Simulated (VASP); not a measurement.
**BeMo: single point with PBE**

The system is BeMo.

```
Be Mo
1.0
     0.00000    2.30636    2.30636
     2.30636    0.00000    2.30636
     2.30636    2.30636    0.00000
Be Mo
1 1
Direct
  0.00000 0.00000 0.00000
  0.50000 0.50000 0.50000
```

```
Program                : VASP 6.6.1
Task                   : single point
Functional             : PBE
Potentials or basis    : VASP PAW PBE potentials, release 64 (Be, Mo_sv)
Cutoff                 : 520 eV
k mesh                 : 6 × 6 × 6
Occupations            : gaussian, width 0.1 eV
Spin                   : no spin polarisation
Dipole correction      : no
Further INCAR settings : ALGO = Fast; EDIFF = 1e-06; NBANDS = 15
```

```yaml
Pressure: 0.2 GPa
Band_gap_on_the_k_mesh: zero (band 8 reaches 10.78 eV, above the bottom of band 9 at 8.77 eV)
```

Levels at points of the mesh, in eV from the Fermi level:
| k point | band 6 | band 7 | band 8 | band 9 | band 10 | band 11 |
| --- | --- | --- | --- | --- | --- | --- |
| (0.00, 0.00, 0.00) | -0.78 | -0.78 | -0.78 | 0.37 | 0.37 | 6.57 |
| (0.50, 0.00, 0.00) | -2.27 | -2.27 | -1.76 | 1.89 | 1.89 | 4.45 |
| (0.50, 0.50, 0.00) | -2.99 | -1.07 | 1.56 | 2.53 | 2.53 | 3.65 |

Wall time 4 s on 1 thread of Intel(R) Xeon(R) 6975P-C (Granite Rapids), with other jobs on the host, peak memory 0.13 GiB.

Caveat: the k points lie up to 0.39 Å⁻¹ apart.
